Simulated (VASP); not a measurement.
MnS: single point with r2SCAN+U

The system is MnS.

```
Mn S
1.0
     0.00000    2.47346    2.47346
     2.47346    0.00000    2.47346
     2.47346    2.47346    0.00000
Mn S
1 1
Cartesian
  0.0000 0.0000 0.0000
  3.7102 3.7102 3.7102
```

```
Program             : VASP 6.6.1
Task                : single point
Functional          : r2SCAN
Potentials or basis : VASP PAW PBE potentials, release 64 (Mn_pv, S)
Cutoff              : 520 eV
k mesh              : 8 × 8 × 8
Occupations         : methfessel-paxton, width 0.05 eV
Spin                : collinear spin, ferromagnetic start
Starting moments    : [4.0, 0.0] μB
Hubbard terms       : Mn d U = 3.0 eV
```

* Pressure: 54.0 GPa
* Net moment: 4.53 μB per cell
* Site moments: Mn +4.19; S +0.02 μB
* Valence electrons inside the program's atomic spheres: Mn 11.90; S 3.99

Levels at points of the mesh, in eV from the Fermi level:
Spin up:
```
           k point  band 8  band 9  band 10  band 11  band 12  band 13  band 14  band 15  band 16  band 17
(0.00, 0.00, 0.00)   -5.16   -5.16     1.21     1.21     1.21     3.23     6.93     6.93     6.93    12.35
(0.50, 0.00, 0.00)   -4.92   -4.92    -4.31    -0.56    -0.56     4.59     7.31     7.31     9.29    14.09
(0.50, 0.50, 0.00)   -5.04   -4.71    -3.79    -3.02    -3.02     3.54     5.20    12.81    13.72    14.81
```
Spin down:
| k point | band 4 | band 5 | band 6 | band 7 | band 8 | band 9 | band 10 | band 11 |
| --- | --- | --- | --- | --- | --- | --- | --- | --- |
| (0.00, 0.00, 0.00) | -16.36 | -4.44 | -4.44 | -4.44 | 2.16 | 2.16 | 4.06 | 5.69 |
| (0.50, 0.00, 0.00) | -14.94 | -7.30 | -4.25 | -4.25 | 1.86 | 2.40 | 2.40 | 3.70 |
| (0.50, 0.50, 0.00) | -14.47 | -7.10 | -4.39 | -4.39 | -0.71 | 1.96 | 2.67 | 2.67 |

Eigenvalues of the final occupation matrices:
```
    site  spin  trace               eigenvalues
site 1 d     1   4.58  0.91 0.91 0.91 0.92 0.92
site 1 d     2   0.54  0.04 0.04 0.15 0.15 0.15
```

Wall time 2.3 min on 1 thread of Intel(R) Xeon(R) Platinum 8259CL CPU @ 2.50GHz (Skylake/Cascade Lake) (shared host), peak memory 0.2 GiB.

Caveat: the cell stands under pressure; the PAW data sets were made with another functional, which shifts forces and pressure a little; a cell with one magnetic atom can't hold antiferromagnetic order, which such compounds often take. The state reached can hang on the start; a lower one may exist.
